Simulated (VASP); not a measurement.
Runs of VASP 6.6.1 on TiAl3. The structure is that of space group Pmm2 (No. 25), or close to it. The cells are those of the table. 

| level | cell | k mesh | smearing | gap on the mesh (eV) | pressure (GPa) | largest force (eV/Å) |
| --- | --- | --- | --- | --- | --- | --- |
| r2SCAN | a = 2.858, b = 4.712, c = 4.933 Å, 4 atoms | 9 × 6 × 6 | fermi-dirac 0.05 eV | none | -4.1 | 0.04 |
| PBEsol | a = 2.840, b = 4.681, c = 4.901 Å, 4 atoms | 9 × 6 × 6 | gaussian 0.05 eV | none | (a) | 0.06 |
| PBEsol | a = 2.748, b = 4.657, c = 4.879 Å, 4 atoms | 9 × 6 × 6 | fermi-dirac 0.05 eV | none | 2.1 | - |
| PBEsol | a = 2.877, b = 4.743, c = 4.965 Å, 4 atoms | 9 × 6 × 6 | fermi-dirac 0.05 eV | none | (c) | 0.06 |
| PBEsol | a = 2.691, b = 4.553, c = 4.784 Å, 4 atoms | 9 × 6 × 6 | fermi-dirac 0.05 eV | none | 10.1 | - |
| r2SCAN | a = 2.840, b = 4.681, c = 4.901 Å, 4 atoms | 5 × 3 × 3 | fermi-dirac 0.05 eV | none | -2.2 | 0.09 |
| PBEsol | a = 2.765, b = 4.688, c = 4.906 Å, 4 atoms | 9 × 6 × 6 | fermi-dirac 0.05 eV | none | 0.1 | - |
| PBEsol | a = 2.589, b = 4.375, c = 4.619 Å, 4 atoms | 9 × 6 × 6 | fermi-dirac 0.05 eV | none | (b) | - |

Alike in all rows: task single point; potentials or basis VASP PAW PBE potentials, release 64 (Ti_sv, Al); no spin polarisation; cutoff (eV) 520.

**Question.** Estimate the missing entries.

**Answer.** (a) -2.4; (b) 30.1; (c) -5.8.

Caveats: some runs use coarse meshes; the PAW data sets were made with another functional, which shifts forces and pressure a little.

A gap of «none» marks levels without a gap at the run's occupations.
